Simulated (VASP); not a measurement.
Input of a VASP 6.6.1 run:

File INCAR:

```
  ALGO = Normal
  EDIFF = 1E-7
  ENCUT = 520
  GGA = PS
  ISIF = 2
  ISMEAR = 0
  LASPH = T
  LCHARG = F
  LREAL = F
  LWAVE = F
  NBANDS = 48
  NELM = 100
  PREC = Accurate
  SIGMA = 0.05
```

Contents of KPOINTS:

```
k-points
0
Gamma
  6 7 3
```

The input POSCAR:

```
InSe
1.0
    1.6051187225      0.0000000000     -4.2720903381
    0.0000000000      4.1105485099      0.0000000000
   11.5893410408      0.0000000000      0.4166192540
In Se
4 4
Direct
    0.5095263385      0.0000000000      0.3858026583
   -0.4404736615      0.5000000000      0.8858026583
   -0.4095263385      0.0000000000      0.6141973417
    0.5404736615      0.5000000000      0.1141973417
   -0.1220146482      0.0000000000      0.1547212196
   -0.0720146482      0.5000000000      0.6547212196
    0.2220146482      0.0000000000      0.8452787804
    0.1720146482      0.5000000000      0.3452787804
```

Potentials or basis: VASP PAW PBE potentials, release 64 (In_d, Se).

Launch:

```console
$ cat potpaw_PBE.64/In_d/POTCAR potpaw_PBE.64/Se/POTCAR > POTCAR
$ mpirun -np 1 vasp_std > vasp.out
```

(1) Estimate the pressure.

(2) Estimate the band gap on the k mesh.

Results:

(1) 0.7 GPa.

(2) 0.80 eV (least direct gap 1.08 eV).

Caveat: the cell differs from its parent crystal (the part above a cut slid along it); semilocal functionals underestimate gaps, and a narrow one can read as zero; the PAW data sets were made with another functional, which shifts forces and pressure a little; spin-orbit coupling is left out, which moves the levels of the heavy elements.
